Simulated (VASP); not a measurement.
# CdF2 (I4mm) in VASP: further runs

CdF2 is run at these levels: PBEsol; tasks: single point.

All numbers are computed with VASP 6.6.1; they aren't measurements. Logs are shortened: lines on timing, memory, paths and dates and some standing lists are left out, and cuts for length are marked.

## 1. The cell of the first run

Symmetry: I4mm, No. 107, tetragonal system. The conventional cell has a = 3.810 Å, b = 3.810 Å, c = 5.388 Å, α = 90.00°, β = 90.00°, γ = 90.00°. Cd (site symmetry 4mm) has 8 F at 2.30 to 2.36 Å within 3.0 Å. F (site symmetry 2mm) has 4 Cd at 2.30 to 2.36 Å and 6 F at 2.69 Å within 3.0 Å.

## 2. Single point, PBEsol (all Cd atoms moved -0.050 Å, as atom 1 along Cartesian [0 1 0])

The input, INCAR:

```
ALGO = Normal ; EDIFF = 1E-7
ENCUT = 520 ; GGA = PS
ISIF = 2 ; ISMEAR = 0
LASPH = True ; LCHARG = True
LELF = True ; LREAL = False
LVHAR = True ; LWAVE = False
NBANDS = 20 ; NELM = 60
PREC = Accurate ; SIGMA = 0.05
```

The input, KPOINTS:

```
k-points
0
Gamma
  8 8 8
```

The input, POSCAR:

```
CdF2
1.0
    0.0000000000      2.6940000000      2.6940000000
    2.6940000000      0.0000000000      2.6940000000
    2.6940000000      2.6940000000      0.0000000000
Cd F
1 2
Direct
   -0.0092798812      0.0092798812     -0.0092798812
    0.2500000000      0.2500000000      0.2500000000
    0.7500000000      0.7500000000      0.7500000000
```

Potentials or basis: VASP PAW PBE potentials, release 64 (Cd, F).

Started as:

```console
cat potpaw_PBE.64/Cd/POTCAR potpaw_PBE.64/F/POTCAR > POTCAR
mpirun -np 1 vasp_std > vasp.out
```

OUTCAR:

```text
EDIFF = 1E-7
   ENCUT = 520
   GGA = PS
   ISIF = 2
   ISMEAR = 0
   LASPH = True
   LREAL = False
   NELM = 60
   PREC = Accurate

 ion  position               nearest neighbor table
   1  0.991  0.009  0.991-   3 2.30   3 2.30   2 2.30   2 2.30   3 2.36   3 2.36   2 2.36   2 2.36

   2  0.250  0.250  0.250-   1 2.30   1 2.30   1 2.36   1 2.36
   3  0.750  0.750  0.750-   1 2.30   1 2.30   1 2.36   1 2.36

  LATTYP: Found a face centered cubic cell.
 ALAT       =     5.3880000000

  Lattice vectors:

 A1 = (   0.0000000000,   2.6940000000,   2.6940000000)
 A2 = (   2.6940000000,   0.0000000000,   2.6940000000)
 A3 = (   2.6940000000,   2.6940000000,   0.0000000000)

Analysis of symmetry for initial positions (statically):
=====================================================================
 Subroutine PRICEL returns:
 Original cell was already a primitive cell.

 Routine SETGRP: Setting up the symmetry group for a
 face centered cubic supercell.

 Subroutine GETGRP returns: Found  8 space group operations
 (whereof  8 operations were pure point group operations)
 out of a pool of 48 trial point group operations.

The static configuration has the point symmetry C_4v.

Analysis of symmetry for dynamics (positions and initial velocities):
=====================================================================
 Subroutine PRICEL returns:
 Original cell was already a primitive cell.

 Routine SETGRP: Setting up the symmetry group for a
 face centered cubic supercell.

 Subroutine GETGRP returns: Found  8 space group operations
 (whereof  8 operations were pure point group operations)
 out of a pool of 48 trial point group operations.

The dynamic configuration has the point symmetry C_4v.

 Subroutine INISYM returns: Found  8 space group operations
 (whereof  8 operations are pure point group operations),
 and found     1 'primitive' translations

----------------------------------------------------------------------------------------

                                     Primitive cell

  volume of cell :      39.1041

  direct lattice vectors                    reciprocal lattice vectors
     0.000000000  2.694000000  2.694000000    -0.185597624  0.185597624  0.185597624
     2.694000000  0.000000000  2.694000000     0.185597624 -0.185597624  0.185597624
     2.694000000  2.694000000  0.000000000     0.185597624  0.185597624 -0.185597624

  length of vectors
     3.809891337  3.809891337  3.809891337     0.321464515  0.321464515  0.321464515

  position of ions in fractional coordinates (direct lattice)
     0.990720119  0.009279881  0.990720119
     0.250000000  0.250000000  0.250000000
     0.750000000  0.750000000  0.750000000

  ion indices of the primitive-cell ions
   primitive index   ion index
                 1           1
                 2           2
                 3           3

----------------------------------------------------------------------------------------

 KPOINTS: k-points

Automatic generation of k-mesh.
 Grid dimensions read from file:
 generate k-points for:    8    8    8

 Generating k-lattice:

  Cartesian coordinates                     Fractional coordinates (reciprocal lattice)
    -0.023199703  0.023199703  0.023199703     0.125000000  0.000000000  0.000000000
     0.023199703 -0.023199703  0.023199703     0.000000000  0.125000000  0.000000000
     0.023199703  0.023199703 -0.023199703     0.000000000  0.000000000  0.125000000

  Length of vectors
     0.040183064  0.040183064  0.040183064

  Shift w.r.t. Gamma in fractional coordinates (k-lattice)
     0.000000000  0.000000000  0.000000000

 Subroutine IBZKPT returns following result:
 ===========================================

 Found     59 irreducible k-points:

 Following reciprocal coordinates:
            Coordinates               Weight
  0.000000  0.000000  0.000000      1.000000
  0.125000  0.000000  0.000000      8.000000
  0.250000  0.000000  0.000000      8.000000
  0.375000  0.000000  0.000000      8.000000
  0.500000  0.000000  0.000000      4.000000
  0.125000  0.125000  0.000000      4.000000
[... 16 lines left out ...]
  0.250000  0.000000  0.375000      8.000000
  0.500000  0.250000  0.000000     16.000000
 [... further k-points ...]
   k-points           NKPTS =     59   k-points in BZ     NKDIM =     59   number of bands    NBANDS=     20
   number of dos      NEDOS =    301   number of ions     NIONS =      3
   total plane-waves  NPLWV =  21952
   dimension x,y,z NGX =    28 NGY =   28 NGZ =   28
   dimension x,y,z NGXF=    56 NGYF=   56 NGZF=   56
   ions per type =               1   2
   NGX,Y,Z   is equivalent  to a cutoff of  12.22, 12.22, 12.22 a.u.
   NGXF,Y,Z  is equivalent  to a cutoff of  24.44, 24.44, 24.44 a.u.
 SYSTEM =  unknown system
   PREC   = accura    normal or accurate (medium, high low for compatibility)
   ISTART =      0    job   : 0-new  1-cont  2-samecut
   ICHARG =      2    charge: 1-file 2-atom 10-const
   ISPIN  =      1    spin polarized calculation?
   LNONCOLLINEAR =      F non collinear calculations
   LSORBIT =      F    spin-orbit coupling
   LASPH  =      T    aspherical Exc in radial PAW
   ENCUT  =  520.0 eV  38.22 Ry    6.18 a.u.   7.08  7.08  7.08*2*pi/ulx,y,z
   NELM   =     60;   NELMIN=  2; NELMDL= -5     # of ELM steps
   EDIFF  = 0.1E-06   stopping-criterion for ELM
   LREAL  =      F    real-space projection
   EDIFFG = 0.1E-05   stopping-criterion for IOM
   NSW    =      0    number of steps for IOM
   IBRION =     -1    ionic relax: 0-MD 1-quasi-New 2-CG
   NFREE  =      0    steps in history (QN), initial steepest desc. (CG)
   ISIF   =      2    stress and relaxation
   ISYM   =      2    0-nonsym 1-usesym 2-fastsym
   POTIM  = 0.5000    time-step for ionic-motion
   TEBEG  =    0.0;   TEEND  =   0.0 temperature during run
   PSTRESS=    0.0 pullay stress
   NELECT =      26.0000    total number of electrons
   NUPDOWN=      -1.0000    fix difference up-down
   EMIN   =  10.00;   EMAX   =-10.00  energy-range for DOS
   EFERMI =   0.00;   METHOD = LEGACY
   ISMEAR =     0;   SIGMA  =   0.05  broadening in eV -4-tet -1-fermi 0-gaus
   EFERMI_NEDOS =   21; number of points for ismear=-14 and -15
   IALGO  =     38    algorithm
   IMIX   =      4    mixing-type and parameters
     AMIX     =   0.40;   BMIX     =  1.00
     AMIX_MAG =   1.60;   BMIX_MAG =  1.00
  volume/ion in A,a.u.               =      13.03        87.96
  Fermi-wavevector in a.u.,A,eV,Ry     =   1.428867  2.700166 27.778468  2.041660
  Thomas-Fermi vector in A             =   2.548882
   LORBIT       =      0    0 simple, 1 ext, 2 COOP (PROOUT), +10 PAW based schemes
   GGA     = PS    functional components
   LHFCALC =     F    Hartree Fock is set to
   AEXX    =    0.0000 exact exchange contribution
   IVDW    =     0    specifies the selected vdW correction
   LEPSILON=     F    determine dielectric tensor
   LRPA    =     F    only Hartree local field effects (RPA)
 non-spin polarized calculation
 Gauss-broadening in eV      SIGMA  =   0.05
  energy-cutoff  :      520.00
  volume of cell :       39.10
 maximum number of plane-waves:      1067
   NGX = 15   NGY = 15   NGZ = 15

 number of electron      25.9999977 magnetization

 Free energy of the ion-electron system (eV)
  ---------------------------------------------------
  ext. energy  EPLUGINS =         0.00000000
  ---------------------------------------------------
  free energy    TOTEN  =       -11.58636611 eV

  energy without entropy =      -11.58636611  energy(sigma->0) =      -11.58636611

 E-fermi :  -1.2181     XC(G=0): -10.7074

 val. band max:       -1.4406668684   @ k =  -0.2500   0.5000   0.2500
 cond. band min:       1.4609224514   @ k =   0.0000   0.0000   0.0000
 fundamental gap:      2.9015893198
 Fermi energy:        -1.2181057333

 k-point     1 :       0.0000    0.0000    0.0000
  band No.  band energies     occupation
      1     -22.1627      2.00000
      2     -21.0282      2.00000
      3      -7.0744      2.00000
      4      -7.0744      2.00000
      5      -7.0682      2.00000
      6      -5.8255      2.00000
[... 12 lines left out ...]
     19      18.2066      0.00000
     20      18.2299      0.00000

 k-point     2 :       0.1250    0.0000    0.0000
  band No.  band energies     occupation
      1     -22.1114      2.00000
      2     -21.0729      2.00000
      3      -7.0185      2.00000
      4      -7.0143      2.00000
      5      -6.8950      2.00000
      6      -5.8437      2.00000
[... 12 lines left out ...]
     19      17.8263      0.00000
     20      17.8358      0.00000

 k-point     3 :       0.2500    0.0000    0.0000
  band No.  band energies     occupation
      1     -21.9733      2.00000
      2     -21.1963      2.00000
      3      -6.8774      2.00000
      4      -6.8752      2.00000
      5      -6.4424      2.00000
      6      -5.8583      2.00000
[... 12 lines left out ...]
     19      17.1768      0.00000
     20      17.9136      0.00000

 k-point     4 :       0.3750    0.0000    0.0000
  band No.  band energies     occupation
      1     -21.7826      2.00000
      2     -21.3684      2.00000
      3      -6.7597      2.00000
      4      -6.7591      2.00000
      5      -5.8744      2.00000
      6      -5.8033      2.00000
[... 12 lines left out ...]
     19      16.7062      0.00000
     20      17.4476      0.00000

 k-point     5 :       0.5000    0.0000    0.0000
  band No.  band energies     occupation
      1     -21.6096      2.00000
      2     -21.5329      2.00000
      3      -6.7244      2.00000
      4      -6.7223      2.00000
      5      -5.7505      2.00000
      6      -5.7495      2.00000
[... 12 lines left out ...]
     19      16.5385      0.00000
     20      17.1000      0.00000
[... 353 lines left out ...]
      6      -6.2119      2.00000
[... 12 lines left out ...]
     19      18.8064      0.00000
     20      19.6496      0.00000

 k-point    22 :       0.3750    0.2500    0.0000
  band No.  band energies     occupation
      1     -21.8118      2.00000
      2     -21.3203      2.00000
      3      -6.5930      2.00000
      4      -6.5587      2.00000
      5      -6.3112      2.00000
      6      -5.9628      2.00000
[... 12 lines left out ...]
     19      18.7393      0.00000
     20      19.2765      0.00000

 k-point    23 :       0.2500    0.0000    0.3750
  band No.  band energies     occupation
      1     -21.8119      2.00000
      2     -21.3207      2.00000
      3      -6.5926      2.00000
      4      -6.5590      2.00000
      5      -6.3137      2.00000
      6      -5.9697      2.00000
[... 12 lines left out ...]
     19      18.7435      0.00000
     20      19.2740      0.00000

 k-point    24 :       0.5000    0.2500    0.0000
  band No.  band energies     occupation
      1     -21.6693      2.00000
      2     -21.4464      2.00000
      3      -6.6076      2.00000
      4      -6.4478      2.00000
      5      -6.1001      2.00000
      6      -5.7646      2.00000
[... 12 lines left out ...]
     19      18.2652      0.00000
     20      19.7226      0.00000

 [... further k-points ...]

------------------------ aborting loop because EDIFF is reached ----------------------------------------

  FORCE on cell =-STRESS in cart. coord.  units (eV):
  Direction    XX          YY          ZZ          XY          YZ          ZX
  --------------------------------------------------------------------------------------
  -------------------------------------------------------------------------------------
  Total        0.1745280      0.1478430      0.1745280     -0.0000000     -0.0000000      0.0000000
  in kB        7.1507725      6.0574338      7.1507725     -0.0000000     -0.0000000      0.0000000
  external PRESSURE =       6.7863262 kB  Pullay stress =       0.0000000 kB

 VOLUME and BASIS-vectors are now :
 -----------------------------------------------------------------------------
  energy-cutoff  :      520.00
  volume of cell :       39.10
      direct lattice vectors                 reciprocal lattice vectors
     0.000000000  2.694000000  2.694000000    -0.185597624  0.185597624  0.185597624
     2.694000000  0.000000000  2.694000000     0.185597624 -0.185597624  0.185597624
     2.694000000  2.694000000  0.000000000     0.185597624  0.185597624 -0.185597624

 POSITION                                       TOTAL-FORCE (eV/Angst)
 -----------------------------------------------------------------------------------
      2.69400      5.33800      2.69400         0.000000      0.267151      0.000000
      1.34700      1.34700      1.34700         0.000000     -0.133576      0.000000
      4.04100      4.04100      4.04100        -0.000000     -0.133576     -0.000000
 -----------------------------------------------------------------------------------
    total drift:                               -0.000000     -0.000011     -0.000000

  FREE ENERGIE OF THE ION-ELECTRON SYSTEM (eV)
  ---------------------------------------------------
  free  energy   TOTEN  =       -11.5863661082 eV

  energy  without entropy=      -11.5863661082  energy(sigma->0) =      -11.58636611
```

It took 54 s on 1 thread of AMD EPYC 7R13 (Zen 3), shared host; peak memory 0.15 GiB.

What came out:

```yaml
Free_energy: -11.5864 eV
Pressure: 0.7 GPa
Largest_force: 0.267 eV/Å
Band_gap_on_the_k_mesh: 2.90 eV, indirect (least direct gap 3.39 eV)
```

Forces in eV/Å, atoms in the order of the input:
```
Cd   0.000  0.267  0.000
F    0.000 -0.134  0.000
F    0.000 -0.134  0.000
```

Stress tensor (GPa, compression positive):
```
0.72 0.00 0.00
0.00 0.61 0.00
0.00 0.00 0.72
```

Caveat: the cell differs from its parent crystal (all Cd atoms moved -0.050 Å, as atom 1 along Cartesian [0 1 0]); the PAW data sets were made with another functional, which shifts forces and pressure a little. A k mesh can miss the band edges.

## 3. Single point, PBEsol (all Cd atoms moved +0.025 Å, as atom 1 along Cartesian [0 1 0])

The input, INCAR:

```
PREC = Accurate
ENCUT = 520
EDIFF = 1E-6
ISMEAR = 0
SIGMA = 0.05
LREAL = F
LASPH = T
NELM = 80
ALGO = Normal
ISIF = 2
LWAVE = F
LCHARG = F
GGA = PS
NBANDS = 20
```

The input, KPOINTS:

```
Automatic mesh
0
Gamma
  8 8 8
```

POSCAR, as its differences from that of step 2:

```diff
@@ -8,3 +8,3 @@
 Direct
-   -0.0092798812      0.0092798812     -0.0092798812
+    0.0046399406     -0.0046399406      0.0046399406
     0.2500000000      0.2500000000      0.2500000000
```

Potentials or basis: VASP PAW PBE potentials, release 64 (Cd, F).

Started as:

```console
cat potpaw_PBE.64/Cd/POTCAR potpaw_PBE.64/F/POTCAR > POTCAR
mpirun -np 1 vasp_std > vasp.out
```

It took 44 s on 1 thread of AMD EPYC 7R13 (Zen 3), shared host; peak memory 0.15 GiB.

It converged, with:

| Quantity | Value |
| --- | --- |
| Free energy | -11.5914 eV |
| Pressure | 0.6 GPa |
| Largest force | 0.134 eV/Å |
| Band gap on the k mesh | 2.90 eV, indirect (least direct gap 3.39 eV) |

Forces in eV/Å, atoms in the order of the input:
```
Cd   0.000 -0.134  0.000
F    0.000  0.067  0.000
F    0.000  0.067  0.000
```

Levels at points of the mesh, in eV from the valence-band top:
| k point | band 10 | band 11 | band 12 | band 13 | band 14 | band 15 | band 16 | band 17 |
| --- | --- | --- | --- | --- | --- | --- | --- | --- |
| (0.00, 0.00, 0.00) | -0.99 | -0.49 | -0.49 | -0.49 | 2.90 | 12.50 | 12.50 | 12.50 |
| (0.50, 0.00, 0.00) | -1.88 | -1.88 | -0.39 | -0.39 | 7.06 | 8.97 | 14.31 | 14.31 |
| (0.50, 0.50, 0.00) | -2.99 | -0.51 | -0.09 | -0.09 | 7.88 | 9.46 | 11.69 | 14.11 |
| (0.50, 0.00, 0.50) | -3.01 | -0.51 | -0.09 | -0.09 | 7.88 | 9.46 | 11.69 | 14.11 |

Caveat: the cell differs from its parent crystal (all Cd atoms moved +0.025 Å, as atom 1 along Cartesian [0 1 0]); the PAW data sets were made with another functional, which shifts forces and pressure a little. A k mesh can miss the band edges.

[end of part 1 of 2]
